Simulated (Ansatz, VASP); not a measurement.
**BiSb4O: VASP beside Ansatz**

Contents of INCAR:

```
PREC = Accurate
ENCUT = 600
EDIFF = 1E-7
ISMEAR = 0
SIGMA = 0.1
LREAL = F
LASPH = T
NELM = 60
ALGO = Normal
ISIF = 3
LWAVE = F
LCHARG = F
GGA = PE
IBRION = 2
NSW = 90
EDIFFG = -0.04
```

Contents of KPOINTS:

```
regular mesh
0
Gamma
  4 4 4
```

The input POSCAR:

```
BiSb4O
1.0
    0.0000000000      4.1952189300      4.1952189300
    4.1952189300      0.0000000000      4.1952189300
    4.1952189300      4.1952189300      0.0000000000
Sb Bi O
4 1 1
Direct
    0.6244397500      0.1266807500      0.6244397500
    0.6244397500      0.6244397500      0.1266807500
    0.6244397500      0.6244397500      0.6244397500
    0.1266807500      0.6244397500      0.6244397500
    0.2500000000      0.2500000000      0.2500000000
    0.0000000000      0.0000000000      0.0000000000
```

Input for Ansatz:

```yaml
crystal:
  lattice:
    - [0.0, 4.19521893, 4.19521893]
    - [4.19521893, 0.0, 4.19521893]
    - [4.19521893, 4.19521893, 0.0]
  atoms:
    - { symbol: Sb, position: [0.62443975, 0.12668075, 0.62443975] }
    - { symbol: Sb, position: [0.62443975, 0.62443975, 0.12668075] }
    - { symbol: Sb, position: [0.62443975, 0.62443975, 0.62443975] }
    - { symbol: Sb, position: [0.12668075, 0.62443975, 0.62443975] }
    - { symbol: Bi, position: [0.25, 0.25, 0.25] }
    - { symbol: O, position: [0.0, 0.0, 0.0] }
basis:
  ecutwfc: 420
kpoints:
  mp_grid: { grid: [4, 4, 4] }
hamiltonian:
  xc: pbe
scf:
  occupations: { method: gaussian, width: 0.1 }
  lower_state_search: "off"
output:
  forces: true
  stress: true
  eigenvalues: true
relax:
  adjacent_minimum: "off"
  f_tol: 0.04
  max_steps: 70
  cell: { stress_tol: 0.4 }
```

Change from the starting cell: species swapped into the CeInPt4 type (F-43m, No. 216).

Alike in both runs: task relaxation of cell and atoms; functional PBE; k mesh 4 × 4 × 4; occupations gaussian, width 0.1 eV; no spin polarisation.

|  | VASP | Ansatz |
| --- | --- | --- |
| version | VASP 6.6.1 | Ansatz 0.2.0 |
| potentials or method | VASP PAW PBE potentials, release 64 (Sb, Bi_d, O), cutoff 600 eV | scalar-relativistic, plane waves, PAW |
| valence electrons in the cell | 41 | 81 |

Ansatz gave:

* gap on the k mesh at the Fermi level, each at its own relaxed structure (eV): none
* relaxed volume (Å³/atom): 27.53
* relaxed cell length with the largest relative difference (Å): 6.159

Which values does VASP return?

gap on the k mesh at the Fermi level, each at its own relaxed structure (eV): none; relaxed volume (Å³/atom): 27.48; relaxed cell length with the largest relative difference (Å): 6.155.

A gap of «none» marks a metal or a gap that the smearing closes. VASP's potentials hold 41 valence electrons a cell and Ansatz's 81, so a difference there can come from the potentials and not from the codes.

Spin-orbit coupling is off throughout.
